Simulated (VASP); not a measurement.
A run of VASP 6.6.1 is set up as follows.

File INCAR:

```
PREC = Accurate
ENCUT = 500
EDIFF = 1E-6
ISMEAR = 0
SIGMA = 0.1
LREAL = F
LASPH = T
NELM = 200
ALGO = Normal
ISIF = 2
LWAVE = F
LCHARG = F
GGA = PE
NBANDS = 32
GGA_COMPAT = F
LMAXMIX = 6
```

File KPOINTS:

```
Automatic mesh
0
Gamma
  6 6 8
```

Contents of POSCAR:

```
Dy4Au
1.0
    6.3293286771      0.0000000000      0.0000000000
   -3.1646643386      5.4813594232      0.0000000000
    0.0000000000      0.0000000000      5.2927632825
Dy Au
4 1
Direct
    0.5000000000      0.0000000000      0.0000000000
    0.0000000000      0.5000000000      0.0000000000
    0.5000000000      0.5000000000      0.0000000000
    0.0000000000      0.0000000000      0.5000000000
    0.0000000000      0.0000000000      0.0000000000
```

Potentials or basis: VASP PAW PBE potentials, release 64 (Dy_3, Au), 4f in core.

Run with:

```console
$ cat potpaw_PBE.64/Dy_3/POTCAR potpaw_PBE.64/Au/POTCAR > POTCAR
$ mpirun -np 1 vasp_std > vasp.out
```

Problem. What does it give for the pressure?

Solution. 0.1 GPa.

Problem. What does it give for the band gap on the k mesh?

Solution. Zero (an odd number of electrons rules out a gap without spin polarisation).

Stress tensor (GPa, compression positive):
```
0.18 0.00 0.00
0.00 0.18 0.00
0.00 0.00 0.07
```

Caveat: spin-orbit coupling is left out, which moves the levels of the heavy elements; the 4f electrons are frozen in the core, so they carry no moment and show no levels. Spin polarisation is off, so any magnetic state and its effect on volume and gap are missing.
